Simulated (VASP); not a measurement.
# BaO (Fm-3m) in VASP: a series of runs, part 2 of 3

VASP 6.6.1.

**3. Single point, r2SCAN (21.94 Å³/atom)**

This run uses another cell than the first one, of 21.94 Å³/atom.

The input, POSCAR:

```
BaO
1.0
    0.0000000000      2.7993894453      2.7993894453
    2.7993894453      0.0000000000      2.7993894453
    2.7993894453      2.7993894453      0.0000000000
Ba O
1 1
Direct
    0.0000000000      0.0000000000      0.0000000000
    0.5000000000      0.5000000000      0.5000000000
```

The input, INCAR.step1:

```
PREC = Accurate
ENCUT = 660
ISMEAR = 0
SIGMA = 0.01
LREAL = False
LASPH = True
NELM = 120
NBANDS = 15
GGA = PE
ALGO = Normal
EDIFF = 1E-5
LWAVE = True
LCHARG = False
GGA_COMPAT = False
```

The input, INCAR.step2:

```
PREC = Accurate
ENCUT = 660
EDIFF = 1E-6
ISMEAR = 0
SIGMA = 0.01
LREAL = False
LASPH = True
NELM = 120
ALGO = Normal
ISIF = 2
LWAVE = False
LCHARG = False
METAGGA = R2SCAN
LMIXTAU = True
NBANDS = 15
ISTART = 1
GGA_COMPAT = False
```

The input, KPOINTS:

```
Automatic mesh
0
Gamma
  6 6 6
```

Potentials or basis: VASP PAW PBE potentials, release 64 (Ba_sv, O).

Started as:

```console
cat potpaw_PBE.64/Ba_sv/POTCAR potpaw_PBE.64/O/POTCAR > POTCAR
cp INCAR.step1 INCAR
mpirun -np 1 vasp_std > vasp.out
cp INCAR.step2 INCAR
mpirun -np 1 vasp_std > vasp.out
```

OUTCAR:

```text
PREC = Accurate
   ENCUT = 660
   EDIFF = 1E-6
   ISMEAR = 0
   LREAL = False
   LASPH = True
   NELM = 120
   ISIF = 2
   METAGGA = R2SCAN
   ISTART = 1

 ion  position               nearest neighbor table
   1  0.000  0.000  0.000-   2 2.80   2 2.80   2 2.80   2 2.80   2 2.80   2 2.80
   2  0.500  0.500  0.500-   1 2.80   1 2.80   1 2.80   1 2.80   1 2.80   1 2.80

  LATTYP: Found a face centered cubic cell.
 ALAT       =     5.5987788906

  Lattice vectors:

 A1 = (   0.0000000000,   2.7993894453,   2.7993894453)
 A2 = (   2.7993894453,   0.0000000000,   2.7993894453)
 A3 = (   2.7993894453,   2.7993894453,   0.0000000000)

Analysis of symmetry for initial positions (statically):
=====================================================================
 Subroutine PRICEL returns:
 Original cell was already a primitive cell.

 Routine SETGRP: Setting up the symmetry group for a
 face centered cubic supercell.

 Subroutine GETGRP returns: Found 48 space group operations
 (whereof 48 operations were pure point group operations)
 out of a pool of 48 trial point group operations.

The static configuration has the point symmetry O_h .

Analysis of symmetry for dynamics (positions and initial velocities):
=====================================================================
 Subroutine PRICEL returns:
 Original cell was already a primitive cell.

 Routine SETGRP: Setting up the symmetry group for a
 face centered cubic supercell.

 Subroutine GETGRP returns: Found 48 space group operations
 (whereof 48 operations were pure point group operations)
 out of a pool of 48 trial point group operations.

The dynamic configuration has the point symmetry O_h .

 Subroutine INISYM returns: Found 48 space group operations
 (whereof 48 operations are pure point group operations),
 and found     1 'primitive' translations

----------------------------------------------------------------------------------------

                                     Primitive cell

  volume of cell :      43.8753

  direct lattice vectors                    reciprocal lattice vectors
[... 111 lines left out ...]
  energy-cutoff  :      660.00
  volume of cell :       43.88
 maximum number of plane-waves:      1711
 NGX is ok and might be reduce to    36
   NGX = 17   NGY = 17   NGZ = 17

 number of electron      16.0000000 magnetization

 Free energy of the ion-electron system (eV)
  ---------------------------------------------------
  ext. energy  EPLUGINS =         0.00000000
  ---------------------------------------------------
  free energy    TOTEN  =       -37.83086659 eV

  energy without entropy =      -37.83086659  energy(sigma->0) =      -37.83086659

 E-fermi :   1.5038     XC(G=0): -10.0058

 val. band max:        1.4274670104   @ k =   0.5000   0.5000   0.0000
 cond. band min:       3.8413245980   @ k =   0.5000   0.5000   0.0000
 fundamental gap:      2.4138575876
 Fermi energy:         1.5037887958

 k-point     1 :       0.0000    0.0000    0.0000
  band No.  band energies     occupation
      1     -25.2491      2.00000
      2     -14.4589      2.00000
      3      -9.3917      2.00000
      4      -9.3917      2.00000
      5      -9.3917      2.00000
      6       1.1399      2.00000
      7       1.1399      2.00000
      8       1.1399      2.00000
      9       5.4115      0.00000
     10       6.5676      0.00000
     11       6.5676      0.00000
     12       6.5676      0.00000
     13       8.9285      0.00000
     14       8.9285      0.00000
[... 257 lines left out ...]
      2     -14.7412      2.00000
      3     -10.5516      2.00000
      4     -10.1440      2.00000
      5      -9.5894      2.00000
      6       0.4642      2.00000
      7       1.2210      2.00000
      8       1.3192      2.00000
      9       5.1097      0.00000
     10       7.9938      0.00000
     11       8.5548      0.00000
     12      11.4403      0.00000
     13      11.4829      0.00000
     14      14.1615      0.00000
     15      14.1940      0.00000

------------------------ aborting loop because EDIFF is reached ----------------------------------------

  FORCE on cell =-STRESS in cart. coord.  units (eV):
  Direction    XX          YY          ZZ          XY          YZ          ZX
  --------------------------------------------------------------------------------------
  -------------------------------------------------------------------------------------
  Total       -0.1917036     -0.1917036     -0.1917036      0.0000000      0.0000000     -0.0000000
  in kB       -7.0003668     -7.0003668     -7.0003668      0.0000000      0.0000000     -0.0000000
  external PRESSURE =      -7.0003668 kB  Pullay stress =       0.0000000 kB

 VOLUME and BASIS-vectors are now :
 -----------------------------------------------------------------------------
  energy-cutoff  :      660.00
  volume of cell :       43.88
      direct lattice vectors                 reciprocal lattice vectors
     0.000000000  2.799389445  2.799389445    -0.178610376  0.178610376  0.178610376
     2.799389445  0.000000000  2.799389445     0.178610376 -0.178610376  0.178610376
     2.799389445  2.799389445  0.000000000     0.178610376  0.178610376 -0.178610376

 POSITION                                       TOTAL-FORCE (eV/Angst)
 -----------------------------------------------------------------------------------
      0.00000      0.00000      0.00000         0.000000     -0.000000      0.000000
      2.79939      2.79939      2.79939        -0.000000      0.000000     -0.000000
 -----------------------------------------------------------------------------------
    total drift:                                0.000000      0.000000      0.000000

  FREE ENERGIE OF THE ION-ELECTRON SYSTEM (eV)
  ---------------------------------------------------
  free  energy   TOTEN  =       -37.8308665856 eV

  energy  without entropy=      -37.8308665856  energy(sigma->0) =      -37.83086659
```

OSZICAR.step1:

```text
N       E                     dE             d eps       ncg     rms          rms(c)
DAV:   1     0.927471524546E+02    0.92747E+02   -0.90563E+03   480   0.120E+03
DAV:   2    -0.961489633676E+01   -0.10236E+03   -0.92594E+02   680   0.214E+02
DAV:   3    -0.143467671585E+02   -0.47319E+01   -0.46990E+01   629   0.484E+01
DAV:   4    -0.144193690633E+02   -0.72602E-01   -0.72590E-01   545   0.577E+00
DAV:   5    -0.144207577051E+02   -0.13886E-02   -0.13886E-02   627   0.731E-01    0.943E+00
DAV:   6    -0.120842294436E+02    0.23365E+01   -0.88999E+00   494   0.215E+01    0.623E+00
DAV:   7    -0.118373718066E+02    0.24686E+00   -0.68699E-01   537   0.640E+00    0.213E+00
DAV:   8    -0.118122807094E+02    0.25091E-01   -0.11199E-01   578   0.338E+00    0.550E-01
DAV:   9    -0.118109413298E+02    0.13394E-02   -0.10643E-02   564   0.981E-01    0.170E-01
DAV:  10    -0.118123211251E+02   -0.13798E-02   -0.30349E-03   494   0.449E-01    0.501E-02
DAV:  11    -0.118122979620E+02    0.23163E-04   -0.17715E-04   599   0.108E-01    0.284E-02
DAV:  12    -0.118123072598E+02   -0.92978E-05   -0.25663E-05   508   0.467E-02
   1 F= -.11812307E+02 E0= -.11812307E+02  d E =-.331669E-57
```

Run time: 48 s. Hardware: 1 thread of AMD EPYC 9R45 (Zen 5), shared host; peak memory 0.19 GiB.

Results:

| Quantity | Value |
| --- | --- |
| Free energy | -37.8309 eV |
| Pressure | -0.7 GPa |
| Band gap on the k mesh | 2.41 eV |

Caveat: the PAW data sets were made with another functional, which shifts forces and pressure a little; spin-orbit coupling is left out, which moves the levels of the heavy elements. A k mesh can miss the band edges.

**4. Single point, r2SCAN (22.58 Å³/atom)**

This run uses another cell than the first one, of 22.58 Å³/atom.

The input, POSCAR:

```
BaO
1.0
    0.0000000000      2.8263083029      2.8263083029
    2.8263083029      0.0000000000      2.8263083029
    2.8263083029      2.8263083029      0.0000000000
Ba O
1 1
Direct
    0.0000000000      0.0000000000      0.0000000000
    0.5000000000      0.5000000000      0.5000000000
```

The input, INCAR.step1:

```
  ALGO = Normal
  EDIFF = 1E-5
  ENCUT = 660
  GGA = PE
  GGA_COMPAT = False
  ISMEAR = 0
  LASPH = True
  LCHARG = False
  LREAL = False
  LWAVE = True
  NBANDS = 15
  NELM = 120
  PREC = Accurate
  SIGMA = 0.01
```

The input, INCAR.step2:

```
  ALGO = Normal
  EDIFF = 1E-6
  ENCUT = 660
  GGA_COMPAT = False
  ISIF = 2
  ISMEAR = 0
  ISTART = 1
  LASPH = True
  LCHARG = False
  LMIXTAU = True
  LREAL = False
  LWAVE = False
  METAGGA = R2SCAN
  NBANDS = 15
  NELM = 120
  PREC = Accurate
  SIGMA = 0.01
```

The input, KPOINTS:

```
k-points
0
Gamma
  6 6 6
```

Started as:

```console
cat potpaw_PBE.64/Ba_sv/POTCAR potpaw_PBE.64/O/POTCAR > POTCAR
cp INCAR.step1 INCAR
mpirun -np 1 vasp_std > vasp.out
cp INCAR.step2 INCAR
mpirun -np 1 vasp_std > vasp.out
```

Wall time 47 s (1 thread of AMD EPYC 9R45 (Zen 5), shared host); peak memory 0.19 GiB.

Results (log left out):

| Quantity | Value |
| --- | --- |
| Free energy | -37.8187 eV |
| Pressure | -2.6 GPa |
| Band gap on the k mesh | 2.50 eV |

Levels at points of the mesh, in eV from the valence-band top:
```tsv
k point	band 4	band 5	band 6	band 7	band 8	band 9	band 10	band 11	band 12	band 13
(0.00, 0.00, 0.00)	-10.88	-10.88	-0.22	-0.22	-0.22	3.86	5.15	5.15	5.15	7.44
(0.50, 0.00, 0.00)	-10.98	-10.98	-1.74	-1.23	-1.23	5.25	7.48	7.48	8.35	10.71
(0.50, 0.50, 0.00)	-11.37	-11.37	-0.09	-0.09	0.00	2.50	6.33	9.27	9.58	9.87
```

Caveat: the PAW data sets were made with another functional, which shifts forces and pressure a little; spin-orbit coupling is left out, which moves the levels of the heavy elements. A k mesh can miss the band edges.

(Continued in part 3 of 3.)
